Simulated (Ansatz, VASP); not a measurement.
**Ge in VASP and in Ansatz**

File INCAR:

```
SYSTEM = Ge
ALGO = Normal
EDIFF = 1E-6
ENCUT = 520
GGA = PS
ISIF = 2
ISMEAR = 1
LASPH = .TRUE.
LCHARG = .FALSE.
LREAL = .FALSE.
LWAVE = .FALSE.
NBANDS = 21
NELM = 100
PREC = Accurate
SIGMA = 0.15
```

File KPOINTS:

```
k-points
0
G
  11 11 11
  0 0 0
```

File POSCAR:

```
Ge
1.0
   -2.4958980000      2.6508630000      1.4369470000
    2.4958980000     -2.6508630000      1.4369470000
    2.4958980000      2.6508630000     -1.4369470000
Ge
2
Direct
    0.1859430000      0.9359430000      0.2500000000
    0.8140570000      0.0640570000      0.7500000000
```

Input for Ansatz:

```yaml
crystal:
  lattice:
    - [-2.495898, 2.650863, 1.436947]
    - [2.495898, -2.650863, 1.436947]
    - [2.495898, 2.650863, -1.436947]
  atoms:
    - { symbol: Ge, position: [0.185943, 0.935943, 0.25] }
    - { symbol: Ge, position: [0.814057, 0.064057, 0.75] }
kpoints:
  mp_grid:
    grid: [11, 11, 11]
    shift: [0.0, 0.0, 0.0]
hamiltonian:
  xc: pbesol
  pseudopotentials:
    kind: all_electron
    lapw: {}
scf:
  occupations:
    method: cold
    width: 0.15
output:
  forces: true
  stress: true
  eigenvalues: true
```

Alike in both runs: task single point; functional PBEsol; k mesh 11 × 11 × 11; no spin polarisation.

|  | VASP | Ansatz |
| --- | --- | --- |
| version | VASP 6.6.1 | Ansatz 0.2.0 |
| potentials or method | VASP PAW PBE potentials, release 64 (Ge_d), cutoff 520 eV | all-electron (LAPW or listed datasets) |
| occupations | methfessel-paxton of order 1, width 0.15 eV | cold, width 0.15 eV |

|  | VASP | Ansatz | Ansatz less VASP |
| --- | --- | --- | --- |
| gap on the k mesh at the Fermi level (eV) | none | none | - |
| pressure (GPa) | -2.6 | -2.5 | +0.13 |
| traceless stress, the component that is largest in VASP (GPa) | 1.27 | 1.19 | -0.076 |
| rms of the force components (eV/Å) | 0.037 | 0.034 | -0.0027 |

VASP's potentials were made for PBE, not for PBEsol. Atom by atom the forces differ by 0.003 eV/Å (rms over components). A gap of «none» marks a metal or a gap that the smearing closes. Ansatz ran all-electron here, and VASP with PAW potentials.
